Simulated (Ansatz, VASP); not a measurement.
## One calculation of MgO, two programs

```xyz
2
Lattice="-0.1021 2.0853 2.0853 2.0853 -0.1021 2.0853 2.0853 2.0853 -0.1021" Properties=species:S:1:pos:R:3 pbc="T T T"
Mg    0.0000    0.0000    0.0000
O     2.0343    2.0343    2.0343
```

Alike in both runs: task single point; functional PBE; k mesh 10 × 10 × 10; occupations gaussian, width 0.05 eV; no spin polarisation.

|  | VASP | Ansatz |
| --- | --- | --- |
| version | VASP 6.6.1 | Ansatz 0.2.0 |
| potentials or method | VASP PAW PBE potentials, release 64 (Mg, O), cutoff 600 eV | scalar-relativistic, plane waves, PAW |
| valence electrons in the cell | 8 | 16 |

VASP gave:

```
gap on the k mesh at the Fermi level (eV)                     : 3.94
least direct gap on the mesh (eV)                             : 3.94
pressure (GPa)                                                : -2.6
traceless stress, the component that is largest in VASP (GPa) : 6.05
```

**Question.** Which values does Ansatz return?

**Answer.** gap on the k mesh at the Fermi level (eV): 3.96; least direct gap on the mesh (eV): 3.96; pressure (GPa): -1.6; traceless stress, the component that is largest in VASP (GPa): 6.01.

VASP's potentials hold 8 valence electrons a cell and Ansatz's 16, so a difference there can come from the potentials and not from the codes.
